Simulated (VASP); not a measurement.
Eu, 1 atom in the cell. The structure is cubic, space group Fm-3m (No. 225). The conventional cell has a = 4.354 Å, b = 4.354 Å, c = 4.354 Å, α = 90.00°, β = 90.00°, γ = 90.00°. Eu (site symmetry m-3m) has 12 Eu at 3.08 Å within 4.1 Å. This isn't the form of Eu at room conditions, which is bcc.

```yaml
Program: VASP 6.6.1
Task: relaxation of cell and atoms
Functional: LDA
Potentials_or_basis: VASP PAW PBE potentials, release 64 (Eu)
Cutoff: 600 eV
k_mesh: 15 × 15 × 15
Occupations: fermi-dirac, width 0.1 eV
Spin: collinear spin, ferromagnetic start
Starting_moments: "[7.0] μB"
Target_pressure: 22 GPa
Dipole_correction: no
Further_INCAR_settings: ALGO = Normal; EDIFF = 1e-06; IBRION = 2; EDIFFG = -0.005; NSW = 60; ISIF = 3
```

Potentials or basis: VASP PAW PBE potentials, release 64 (Eu).

The run is started by

```bash
$ cat potpaw_PBE.64/Eu/POTCAR > POTCAR
$ mpirun -np 1 vasp_std > vasp.out
```

Hardware: 1 thread of Intel(R) Xeon(R) Platinum 8488C (Sapphire Rapids), on a shared host.

Q: How long does it take, and how much memory?

A: It took 4.8 min on 1 thread of Intel(R) Xeon(R) Platinum 8488C (Sapphire Rapids) (shared host), peak memory 0.24 GiB. Counts: scf iterations 42, k points 120, ion steps 3.
